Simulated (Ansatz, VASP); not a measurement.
Two plane-wave programs on Si

```
Si
1.0
     0.00000    5.43000    5.43000
     5.43000    0.00000    5.43000
     5.43000    5.43000    0.00000
Si
17
Direct
  0.99099 0.02847 0.99036
  0.12328 0.13524 0.12230
  0.01859 0.99490 0.49332
  0.12322 0.13524 0.61937
  0.00227 0.50725 0.00174
  0.11529 0.65521 0.11479
  0.00228 0.50725 0.48882
  0.16437 0.62098 0.60735
  0.49428 0.99474 0.01777
  0.61991 0.13561 0.12228
  0.49422 0.99465 0.49329
  0.65138 0.04749 0.65055
  0.48932 0.50763 0.00158
  0.60806 0.62081 0.16343
  0.52388 0.43028 0.52293
  0.60813 0.62069 0.60783
  0.79088 0.62959 0.78981
```

Alike in both runs: functional PBE; k mesh 2 × 2 × 2; occupations gaussian, width 0.05 eV; no spin polarisation.

Ansatz relaxed the structure, and its values are those at the end. VASP's run is a single point on that final structure, the one shown.

```csv
,VASP,Ansatz
version,VASP 6.6.1,Ansatz 0.2.0
potentials or method,"VASP PAW PBE potentials, release 64 (Si), cutoff 520 eV","scalar-relativistic, plane waves, PAW"
valence electrons in the cell,68,68
```

```tsv
	VASP	Ansatz	Ansatz less VASP
rms of the force components (eV/Å)	0.017	0.017	-0.0001
```

The k mesh is coarse, so the values compare programs but aren't converged.
